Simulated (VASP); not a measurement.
Runs of VASP 6.6.1 on AlB2P3. The structure is that of space group P3m1 (No. 156), or close to it. The cells are those of the table. 

```tsv
task	cell	k mesh	cutoff (eV)	smearing	k mesh for the DOS	occupations for the DOS	gap on the mesh (eV)	pressure (GPa)	relaxed volume (Å³/atom)	largest force (eV/Å)
relaxation of cell and atoms	relaxed from a = 3.503, b = 3.503, c = 8.580 Å, angles 90.0, 90.0, 120.0°, 6 atoms	6 × 6 × 2	600	gaussian 0.1 eV	-	-	0.23	0.0	14.55	0.02
single point	a = 3.415, b = 3.415, c = 8.650 Å, angles 90.0, 90.0, 120.0°, 6 atoms	12 × 12 × 4	520	gaussian 0.01 eV	-	-	0.21	(a)	-	0.01
single point	a = 3.417, b = 3.417, c = 8.643 Å, angles 90.0, 90.0, 120.0°, 6 atoms	6 × 6 × 2	520	gaussian 0.1 eV	-	-	0.22	-0.1	-	0.03
single point	a = 3.503, b = 3.503, c = 8.580 Å, angles 90.0, 90.0, 120.0°, 6 atoms	6 × 6 × 2	520	gaussian 0.1 eV	-	-	1.41	(b)	-	4.44
relaxation of cell and atoms	relaxed from a = 3.417, b = 3.417, c = 8.643 Å, angles 90.0, 90.0, 120.0°, 6 atoms	12 × 12 × 4	600	gaussian 0.01 eV	-	-	0.21	0.0	14.54	-
```

Alike in all rows: level PBE; potentials or basis VASP PAW PBE potentials, release 64 (Al, B, P); no spin polarisation.

Estimate the missing entries.

(a) -0.2; (b) 0.6.

Caveats: forces of over 1 eV/Å act on the atoms, so gaps and moduli don't describe the material at rest (some runs).

A k mesh can miss the band edges.
